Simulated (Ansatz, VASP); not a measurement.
**Pt in VASP and in Ansatz**

```
Pt
1.0
     0.00000    1.98578    1.98578
     1.98578    0.00000    1.98578
     1.98578    1.98578    0.00000
Pt
1
Direct
  0.00000 0.00000 0.00000
```

Alike in both runs: task single point; functional PBE; k mesh 14 × 14 × 14; no spin polarisation.

|  | VASP | Ansatz |
| --- | --- | --- |
| version | VASP 6.6.1 | Ansatz 0.2.0 |
| potentials or method | VASP PAW PBE potentials, release 64 (Pt), cutoff 520 eV | plane waves (420 eV) with PAW, scalar-relativistic |
| occupations | methfessel-paxton of order 1, width 0.03 eV | cold, width 0.03 eV |
| valence electrons in the cell | 10 | 18 |

VASP gave:

```
pressure (GPa) : -1.0
```

Task: Estimate Ansatz's values.

Result: Pressure (GPa): -0.5.

VASP's potentials hold 10 valence electrons a cell and Ansatz's 18, so a difference there can come from the potentials and not from the codes.

Neither program's run includes spin-orbit coupling.
